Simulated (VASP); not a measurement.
Input of a VASP 6.6.1 run:

Contents of INCAR:

```
SYSTEM = SnBi2O5
ALGO = Normal ; EDIFF = 1E-6
EDIFFG = -0.08 ; ENCUT = 600
GGA = PE ; IBRION = 2
ISIF = 3 ; ISMEAR = 0
LASPH = .True. ; LCHARG = .False.
LREAL = .False. ; LWAVE = .False.
NELM = 60 ; NSW = 36
PREC = Accurate ; SIGMA = 0.15
```

Contents of KPOINTS:

```
k-points
0
Gamma
  4 4 4
  0 0 0
```

The input POSCAR:

```
SnBi2O5
1.0
   -1.9750000000      1.9750000000      8.2500000000
    1.9750000000     -1.9750000000      8.2500000000
    1.9750000000      1.9750000000     -8.2500000000
Sn Bi O
1 2 5
Direct
    0.0000000000      0.0000000000      0.0000000000
    0.3333000000      0.3333000000      0.0000000000
    0.6667000000      0.6667000000      0.0000000000
    0.2500000000      0.7500000000      0.5000000000
    0.9167000000      0.4167000000      0.5000000000
    0.4167000000      0.9167000000      0.5000000000
    0.5833000000      0.0833000000      0.5000000000
    0.0833000000      0.5833000000      0.5000000000
```

Potentials or basis: VASP PAW PBE potentials, release 64 (Sn_d, Bi_d, O).

Command:

```bash
$ cat potpaw_PBE.64/Sn_d/POTCAR potpaw_PBE.64/Bi_d/POTCAR potpaw_PBE.64/O/POTCAR > POTCAR
$ mpirun -np 1 vasp_std > vasp.out
```

**Question.** Estimate the band gap on the k mesh.

**Answer.** 0.80 eV (least direct gap 1.15 eV).

**Question.** Predict the relaxed volume.

**Answer.** 15.25 Å³/atom.

**Question.** Predict the space group after relaxing (to 0.1 Å).

**Answer.** I-4m2 (No. 119).

**Question.** What does it give for the relaxed cell?

**Answer.** a = 8.939 Å, b = 8.939 Å, c = 8.939 Å, α = 155.58°, β = 155.58°, γ = 34.81°.

Forces on the atoms (eV/Å):
```
Sn   0.000  0.000  0.000
Bi   0.000  0.000 -0.007
Bi   0.000  0.000  0.007
O    0.000  0.000  0.000
O    0.000  0.000 -0.056
O    0.000  0.000 -0.079
O    0.000  0.000  0.056
O    0.000  0.000  0.079
```

Caveat: spin-orbit coupling is left out, which moves the levels of the heavy elements; the relaxation stopped at a loose force limit of 0.08 eV/Å, so its end isn't a converged minimum. A k mesh can miss the band edges.
